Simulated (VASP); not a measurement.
# YTl3Pb (Pm-3m) in VASP: further runs

The runs below take YTl3Pb through single point, relaxation of cell and atoms, with PBE.

Everything below comes from runs of VASP 6.6.1. Logs are shortened: lines on timing, memory, paths and dates and some standing lists are left out, and cuts for length are marked.

**1. The cell of the first run**

It takes space group Pm-3m (No. 221, cubic). The conventional cell has a = 5.159 Å, b = 5.159 Å, c = 5.159 Å, α = 90.00°, β = 90.00°, γ = 90.00°. Within 4.8 Å of Y (site symmetry m-3m) lie 12 Tl at 3.65 Å and 8 Pb at 4.47 Å. Tl (site symmetry 4/mmm) has 2 Pb at 2.58 Å within 3.4 Å. Within 3.4 Å of Pb (site symmetry m-3m) lie 6 Tl at 2.58 Å.

**2. Single point, PBE**

Input file INCAR:

```
SYSTEM = YTl3Pb
PREC     = Accurate       ! precision mode
ENCUT    = 520            ! plane-wave cutoff, eV
EDIFF    = 1E-6           ! SCF threshold, eV
ISMEAR   = 0              ! smearing method
SIGMA    = 0.1            ! smearing width, eV
LREAL    = .FALSE.        ! projectors in reciprocal space
LASPH    = .TRUE.         ! aspherical terms in the spheres
NELM     = 100            ! most SCF steps
ALGO     = Normal         ! electronic algorithm
ISIF     = 2              ! what is computed and relaxed
LWAVE    = .FALSE.        ! write WAVECAR
LCHARG   = .FALSE.        ! write CHGCAR
GGA      = PE             ! functional
NBANDS   = 40             ! bands
```

Input file KPOINTS:

```
regular mesh
0
G
  4 4 4
  0 0 0
```

Input file POSCAR:

```
YTl3Pb
1.0
    5.1587364768      0.0000000000      0.0000000000
    0.0000000000      5.1587364768      0.0000000000
    0.0000000000      0.0000000000      5.1587364768
Y Tl Pb
1 3 1
Direct
    0.0000000000      0.0000000000      0.0000000000
    0.0000000000      0.5000000000      0.5000000000
    0.5000000000      0.0000000000      0.5000000000
    0.5000000000      0.5000000000      0.0000000000
    0.5000000000      0.5000000000      0.5000000000
```

Potentials or basis: VASP PAW PBE potentials, release 64 (Y_sv, Tl_d, Pb_d).

Run with:

```console
cat potpaw_PBE.64/Y_sv/POTCAR potpaw_PBE.64/Tl_d/POTCAR potpaw_PBE.64/Pb_d/POTCAR > POTCAR
mpirun -np 1 vasp_std > vasp.out
```

OUTCAR:

```text
SYSTEM = YTl3Pb
   PREC = Accurate
   ENCUT = 520
   EDIFF = 1E-6
   ISMEAR = 0
   LREAL = .FALSE.
   LASPH = .TRUE.
   NELM = 100
   ISIF = 2
   GGA = PE

 ion  position               nearest neighbor table
   1  0.000  0.000  0.000-   2 3.65   3 3.65   4 3.65   2 3.65   3 3.65   2 3.65   4 3.65   2 3.65
                             3 3.65   4 3.65   3 3.65   4 3.65
   2  0.000  0.500  0.500-   5 2.58   5 2.58   4 3.65   1 3.65   1 3.65   4 3.65   1 3.65   3 3.65
                             1 3.65   3 3.65   4 3.65   3 3.65   4 3.65   3 3.65
   3  0.500  0.000  0.500-   5 2.58   5 2.58   4 3.65   1 3.65   1 3.65   4 3.65   2 3.65   4 3.65
                             2 3.65   4 3.65   1 3.65   2 3.65   1 3.65   2 3.65
   4  0.500  0.500  0.000-   5 2.58   5 2.58   3 3.65   1 3.65   2 3.65   3 3.65   2 3.65   1 3.65
                             3 3.65   3 3.65   1 3.65   2 3.65   2 3.65   1 3.65
   5  0.500  0.500  0.500-   2 2.58   3 2.58   4 2.58   4 2.58   3 2.58   2 2.58

  LATTYP: Found a simple cubic cell.
 ALAT       =     5.1587364768

  Lattice vectors:

 A1 = (   5.1587364768,   0.0000000000,   0.0000000000)
 A2 = (   0.0000000000,   5.1587364768,   0.0000000000)
 A3 = (   0.0000000000,   0.0000000000,   5.1587364768)

Analysis of symmetry for initial positions (statically):
=====================================================================
 Subroutine PRICEL returns:
 Original cell was already a primitive cell.

 Routine SETGRP: Setting up the symmetry group for a
 simple cubic supercell.

 Subroutine GETGRP returns: Found 48 space group operations
 (whereof 48 operations were pure point group operations)
 out of a pool of 48 trial point group operations.

The static configuration has the point symmetry O_h .

Analysis of symmetry for dynamics (positions and initial velocities):
=====================================================================
 Subroutine PRICEL returns:
 Original cell was already a primitive cell.

 Routine SETGRP: Setting up the symmetry group for a
 simple cubic supercell.

 Subroutine GETGRP returns: Found 48 space group operations
 (whereof 48 operations were pure point group operations)
 out of a pool of 48 trial point group operations.

The dynamic configuration has the point symmetry O_h .

 Subroutine INISYM returns: Found 48 space group operations
 (whereof 48 operations are pure point group operations),
 and found     1 'primitive' translations

----------------------------------------------------------------------------------------

                                     Primitive cell

  volume of cell :     137.2872

  direct lattice vectors                    reciprocal lattice vectors
     5.158736477  0.000000000  0.000000000     0.193845916  0.000000000  0.000000000
     0.000000000  5.158736477  0.000000000     0.000000000  0.193845916  0.000000000
     0.000000000  0.000000000  5.158736477     0.000000000  0.000000000  0.193845916

  length of vectors
     5.158736477  5.158736477  5.158736477     0.193845916  0.193845916  0.193845916

  position of ions in fractional coordinates (direct lattice)
     0.000000000  0.000000000  0.000000000
     0.000000000  0.500000000  0.500000000
     0.500000000  0.000000000  0.500000000
     0.500000000  0.500000000  0.000000000
     0.500000000  0.500000000  0.500000000

  ion indices of the primitive-cell ions
   primitive index   ion index
                 1           1
                 2           2
                 3           3
                 4           4
                 5           5

----------------------------------------------------------------------------------------

 KPOINTS: regular mesh

Automatic generation of k-mesh.
 Grid dimensions read from file:
 generate k-points for:    4    4    4

 Generating k-lattice:

  Cartesian coordinates                     Fractional coordinates (reciprocal lattice)
     0.048461479  0.000000000  0.000000000     0.250000000  0.000000000  0.000000000
     0.000000000  0.048461479  0.000000000     0.000000000  0.250000000  0.000000000
     0.000000000  0.000000000  0.048461479     0.000000000  0.000000000  0.250000000

  Length of vectors
     0.048461479  0.048461479  0.048461479

  Shift w.r.t. Gamma in fractional coordinates (k-lattice)
     0.000000000  0.000000000  0.000000000

 Subroutine IBZKPT returns following result:
 ===========================================

 Found     10 irreducible k-points:

 Following reciprocal coordinates:
            Coordinates               Weight
  0.000000  0.000000  0.000000      1.000000
  0.250000  0.000000  0.000000      6.000000
  0.500000  0.000000  0.000000      3.000000
  0.250000  0.250000  0.000000     12.000000
  0.500000  0.250000  0.000000     12.000000
  0.500000  0.500000  0.000000      3.000000
  0.250000  0.250000  0.250000      8.000000
  0.500000  0.250000  0.250000     12.000000
  0.500000  0.500000  0.250000      6.000000
  0.500000  0.500000  0.500000      1.000000
   k-points           NKPTS =     10   k-points in BZ     NKDIM =     10   number of bands    NBANDS=     40
   number of dos      NEDOS =    301   number of ions     NIONS =      5
   total plane-waves  NPLWV =  64000
   dimension x,y,z NGX =    40 NGY =   40 NGZ =   40
   dimension x,y,z NGXF=    80 NGYF=   80 NGZF=   80
   ions per type =               1   3   1
   NGX,Y,Z   is equivalent  to a cutoff of  12.89, 12.89, 12.89 a.u.
   NGXF,Y,Z  is equivalent  to a cutoff of  25.78, 25.78, 25.78 a.u.
 SYSTEM =  YTl3Pb
   PREC   = accura    normal or accurate (medium, high low for compatibility)
   ISTART =      0    job   : 0-new  1-cont  2-samecut
   ICHARG =      2    charge: 1-file 2-atom 10-const
   ISPIN  =      1    spin polarized calculation?
   LNONCOLLINEAR =      F non collinear calculations
   LSORBIT =      F    spin-orbit coupling
   LASPH  =      T    aspherical Exc in radial PAW
   ENCUT  =  520.0 eV  38.22 Ry    6.18 a.u.   9.59  9.59  9.59*2*pi/ulx,y,z
   NELM   =    100;   NELMIN=  2; NELMDL= -5     # of ELM steps
   EDIFF  = 0.1E-05   stopping-criterion for ELM
   LREAL  =      F    real-space projection
   EDIFFG = 0.1E-04   stopping-criterion for IOM
   NSW    =      0    number of steps for IOM
   IBRION =     -1    ionic relax: 0-MD 1-quasi-New 2-CG
   NFREE  =      0    steps in history (QN), initial steepest desc. (CG)
   ISIF   =      2    stress and relaxation
   ISYM   =      2    0-nonsym 1-usesym 2-fastsym
   POTIM  = 0.5000    time-step for ionic-motion
   TEBEG  =    0.0;   TEEND  =   0.0 temperature during run
   PSTRESS=    0.0 pullay stress
   NELECT =      64.0000    total number of electrons
   NUPDOWN=      -1.0000    fix difference up-down
   EMIN   =  10.00;   EMAX   =-10.00  energy-range for DOS
   EFERMI =   0.00;   METHOD = LEGACY
   ISMEAR =     0;   SIGMA  =   0.10  broadening in eV -4-tet -1-fermi 0-gaus
   EFERMI_NEDOS =   21; number of points for ismear=-14 and -15
   IALGO  =     38    algorithm
   IMIX   =      4    mixing-type and parameters
     AMIX     =   0.40;   BMIX     =  1.00
     AMIX_MAG =   1.60;   BMIX_MAG =  1.00
  volume/ion in A,a.u.               =      27.46       185.29
  Fermi-wavevector in a.u.,A,eV,Ry     =   1.269379  2.398779 21.923398  1.611324
  Thomas-Fermi vector in A             =   2.402424
   LORBIT       =      0    0 simple, 1 ext, 2 COOP (PROOUT), +10 PAW based schemes
   GGA     = PE    functional components
   LHFCALC =     F    Hartree Fock is set to
   AEXX    =    0.0000 exact exchange contribution
   IVDW    =     0    specifies the selected vdW correction
   LEPSILON=     F    determine dielectric tensor
   LRPA    =     F    only Hartree local field effects (RPA)
 non-spin polarized calculation
 Gauss-broadening in eV      SIGMA  =   0.10
  energy-cutoff  :      520.00
  volume of cell :      137.29
 maximum number of plane-waves:      3743
 NGX is ok and might be reduce to    40
   NGX = 19   NGY = 19   NGZ = 19

 number of electron      63.9999982 magnetization

 Free energy of the ion-electron system (eV)
  ---------------------------------------------------
  ext. energy  EPLUGINS =         0.00000000
  ---------------------------------------------------
  free energy    TOTEN  =       -10.54947932 eV

  energy without entropy =      -10.53906953  energy(sigma->0) =      -10.54427442

 E-fermi :   7.2041     XC(G=0): -10.2849

 val. band max:        7.1469100826   @ k =   0.2500   0.0000   0.0000
 cond. band min:       7.3003029646   @ k =   0.2500   0.2500   0.0000
 fundamental gap:      0.1533928820
 Fermi energy:         7.2041452261

 k-point     1 :       0.0000    0.0000    0.0000
  band No.  band energies     occupation
      1     -36.8051      2.00000
      2     -16.7326      2.00000
      3     -16.7326      2.00000
      4     -16.7326      2.00000
      5     -11.8746      2.00000
      6     -11.8746      2.00000
[... 32 lines left out ...]
     39       9.4168      0.00000
     40       9.5803      0.00000

 k-point     2 :       0.2500    0.0000    0.0000
  band No.  band energies     occupation
      1     -36.8050      2.00000
      2     -16.7360      2.00000
      3     -16.7326      2.00000
      4     -16.7326      2.00000
      5     -11.8741      2.00000
      6     -11.7535      2.00000
[... 32 lines left out ...]
     39       9.0106      0.00000
     40      10.8700      0.00000

 k-point     3 :       0.5000    0.0000    0.0000
  band No.  band energies     occupation
      1     -36.8050      2.00000
      2     -16.7393      2.00000
      3     -16.7327      2.00000
      4     -16.7327      2.00000
      5     -11.8735      2.00000
      6     -11.6296      2.00000
[... 251 lines left out ...]
  band No.  band energies     occupation
      1     -36.8048      2.00000
      2     -16.7375      2.00000
      3     -16.7375      2.00000
      4     -16.7348      2.00000
      5     -11.6181      2.00000
      6     -11.4690      2.00000
[... 32 lines left out ...]
     39      11.7544      0.00000
     40      11.7544      0.00000

 k-point    10 :       0.5000    0.5000    0.5000
  band No.  band energies     occupation
      1     -36.8048      2.00000
      2     -16.7369      2.00000
      3     -16.7369      2.00000
      4     -16.7369      2.00000
      5     -11.4685      2.00000
      6     -11.4685      2.00000
[... 32 lines left out ...]
     39      12.6483      0.00000
     40      12.6483      0.00000

------------------------ aborting loop because EDIFF is reached ----------------------------------------

  FORCE on cell =-STRESS in cart. coord.  units (eV):
  Direction    XX          YY          ZZ          XY          YZ          ZX
  --------------------------------------------------------------------------------------
  -------------------------------------------------------------------------------------
  Total       19.1487502     19.1487502     19.1487502     -0.0000000     -0.0000000      0.0000000
  in kB      223.4709036    223.4709036    223.4709036     -0.0000000     -0.0000000      0.0000000
  external PRESSURE =     223.4709036 kB  Pullay stress =       0.0000000 kB

 VOLUME and BASIS-vectors are now :
 -----------------------------------------------------------------------------
  energy-cutoff  :      520.00
  volume of cell :      137.29
      direct lattice vectors                 reciprocal lattice vectors
     5.158736477  0.000000000  0.000000000     0.193845916  0.000000000  0.000000000
     0.000000000  5.158736477  0.000000000     0.000000000  0.193845916  0.000000000
     0.000000000  0.000000000  5.158736477     0.000000000  0.000000000  0.193845916

 POSITION                                       TOTAL-FORCE (eV/Angst)
 -----------------------------------------------------------------------------------
      0.00000      0.00000      0.00000         0.000000      0.000000      0.000000
      0.00000      2.57937      2.57937         0.000000      0.000000      0.000000
      2.57937      0.00000      2.57937         0.000000      0.000000      0.000000
      2.57937      2.57937      0.00000         0.000000      0.000000      0.000000
      2.57937      2.57937      2.57937         0.000000      0.000000      0.000000
 -----------------------------------------------------------------------------------
    total drift:                               -0.000000     -0.000000     -0.000000

  FREE ENERGIE OF THE ION-ELECTRON SYSTEM (eV)
  ---------------------------------------------------
  free  energy   TOTEN  =       -10.5494793165 eV

  energy  without entropy=      -10.5390695273  energy(sigma->0) =      -10.54427442
```

Wall time 88 s (1 thread of Oxide Virtual Turin-like, shared host); peak memory 0.24 GiB.

What came out:

```yaml
Free_energy: -10.5495 eV
Pressure: 22.3 GPa
Band_gap_on_the_k_mesh: zero (bands 32 and 33 overlap by 1.60 eV)
```

Levels at points of the mesh, in eV from the Fermi level:
```tsv
k point	band 28	band 29	band 30	band 31	band 32	band 33	band 34	band 35	band 36	band 37
(0.00, 0.00, 0.00)	-4.32	-4.32	-4.32	-2.79	1.35	1.35	1.35	1.42	1.42	2.21
(0.50, 0.00, 0.00)	-3.76	-3.76	-3.17	-0.83	-0.57	0.59	0.59	0.72	0.72	1.34
(0.50, 0.50, 0.00)	-4.05	-3.32	-2.87	-0.53	-0.53	0.70	0.70	1.40	1.54	1.98
(0.50, 0.50, 0.50)	-7.48	-2.38	-2.38	-2.38	0.69	1.87	1.87	1.99	1.99	1.99
```

Caveat: the cell stands under pressure; spin-orbit coupling is left out, which moves the levels of the heavy elements.

**3. Single point, PBE**

This run uses another cell than the first one, of 40.16 Å³/atom.

Input file INCAR:

```
SYSTEM = YTl3Pb
ALGO     = Fast           ! electronic algorithm
EDIFF    = 1E-6           ! SCF threshold, eV
ENCUT    = 520            ! plane-wave cutoff, eV
GGA      = PE             ! functional
ISIF     = 2              ! what is computed and relaxed
ISMEAR   = 0              ! smearing method
LASPH    = .TRUE.         ! aspherical terms in the spheres
LCHARG   = .TRUE.         ! write CHGCAR
LELF     = .TRUE.         ! ELF
LREAL    = .FALSE.        ! projectors in reciprocal space
LVHAR    = .TRUE.       
LWAVE    = .FALSE.        ! write WAVECAR
NBANDS   = 40             ! bands
NELM     = 100            ! most SCF steps
PREC     = Accurate       ! precision mode
SIGMA    = 0.1            ! smearing width, eV
```

Input file KPOINTS:

```
k-points
0
G
  4 4 4
  0 0 0
```

Edit POSCAR of step 2 so:

```diff
@@ -2,5 +2,5 @@
 1.0
-    5.1587364768      0.0000000000      0.0000000000
-    0.0000000000      5.1587364768      0.0000000000
-    0.0000000000      0.0000000000      5.1587364768
+    5.8560381889      0.0000000000      0.0000000000
+    0.0000000000      5.8560381889      0.0000000000
+    0.0000000000      0.0000000000      5.8560381889
 Y Tl Pb
```

Potentials or basis: VASP PAW PBE potentials, release 64 (Y_sv, Tl_d, Pb_d).

Run with:

```console
cat potpaw_PBE.64/Y_sv/POTCAR potpaw_PBE.64/Tl_d/POTCAR potpaw_PBE.64/Pb_d/POTCAR > POTCAR
mpirun -np 1 vasp_std > vasp.out
```

It took 6.3 min on 1 thread of Oxide Virtual Turin-like, shared host; peak memory 0.34 GiB.

The run converged. Its results:

| Item | Value |
| --- | --- |
| Free energy | -13.6744 eV |
| Pressure | 0.3 GPa |
| Band gap on the k mesh | zero (bands 32 and 33 overlap by 1.02 eV) |

Levels at points of the mesh, in eV from the Fermi level:
| k point | band 28 | band 29 | band 30 | band 31 | band 32 | band 33 | band 34 | band 35 | band 36 | band 37 |
| --- | --- | --- | --- | --- | --- | --- | --- | --- | --- | --- |
| (0.00, 0.00, 0.00) | -3.79 | -2.63 | -2.63 | -2.63 | 0.76 | 0.76 | 1.08 | 1.85 | 1.86 | 1.86 |
| (0.50, 0.00, 0.00) | -4.00 | -2.31 | -2.31 | -0.89 | -0.26 | 0.61 | 0.61 | 0.82 | 0.82 | 0.86 |
| (0.50, 0.50, 0.00) | -4.44 | -2.17 | -1.83 | -0.08 | -0.08 | 0.62 | 0.62 | 0.80 | 0.97 | 1.05 |
| (0.50, 0.50, 0.50) | -6.35 | -1.27 | -1.27 | -1.27 | -0.07 | 1.10 | 1.10 | 1.10 | 1.10 | 1.10 |

Caveat: spin-orbit coupling is left out, which moves the levels of the heavy elements.

**4. Single point, PBE**

This run uses another cell than the first one, of 39.27 Å³/atom.

Input file INCAR:

```
PREC = Accurate
ENCUT = 520
EDIFF = 1E-6
ISMEAR = 0
SIGMA = 0.1
LREAL = False
LASPH = True
NELM = 60
ALGO = Fast
ISIF = 2
LWAVE = False
LCHARG = True
GGA = PE
LELF = True
LVHAR = True
NBANDS = 40
```

Input file KPOINTS:

```
regular mesh
0
Gamma
  6 6 6
```

Edit POSCAR of step 3 so:

```diff
@@ -2,5 +2,5 @@
 1.0
-    5.8560381889      0.0000000000      0.0000000000
-    0.0000000000      5.8560381889      0.0000000000
-    0.0000000000      0.0000000000      5.8560381889
+    5.8122782631      0.0000000000      0.0000000000
+    0.0000000000      5.8122782631      0.0000000000
+    0.0000000000      0.0000000000      5.8122782631
 Y Tl Pb
```

Run with:

```console
cat potpaw_PBE.64/Y_sv/POTCAR potpaw_PBE.64/Tl_d/POTCAR potpaw_PBE.64/Pb_d/POTCAR > POTCAR
mpirun -np 1 vasp_std > vasp.out
```

Wall time 14 min (1 thread of Oxide Virtual Turin-like, shared host); peak memory 0.4 GiB.

It converged, with:

```
Free energy            : -13.9777 eV
Pressure               : 0.0 GPa
Band gap on the k mesh : zero (bands 32 and 33 overlap by 0.82 eV)
```

Levels at points of the mesh, in eV from the Fermi level:
| k point | band 29 | band 30 | band 31 | band 32 | band 33 | band 34 | band 35 | band 36 |
| --- | --- | --- | --- | --- | --- | --- | --- | --- |
| (0.00, 0.00, 0.00) | -2.97 | -2.97 | -2.97 | 0.74 | 0.75 | 1.13 | 1.69 | 1.69 |
| (0.50, 0.00, 0.00) | -2.65 | -2.65 | -1.01 | -0.38 | 0.52 | 0.52 | 0.64 | 0.64 |
| (0.50, 0.50, 0.00) | -2.36 | -2.17 | -0.20 | -0.20 | 0.46 | 0.46 | 0.78 | 0.96 |
| (0.50, 0.50, 0.50) | -1.49 | -1.49 | -1.49 | -0.11 | 1.10 | 1.10 | 1.10 | 1.11 |

Caveat: spin-orbit coupling is left out, which moves the levels of the heavy elements.

(Continued in part 2 of 2.)

The gap in the log of VASP goes by the Fermi energy; the results here count the filled bands.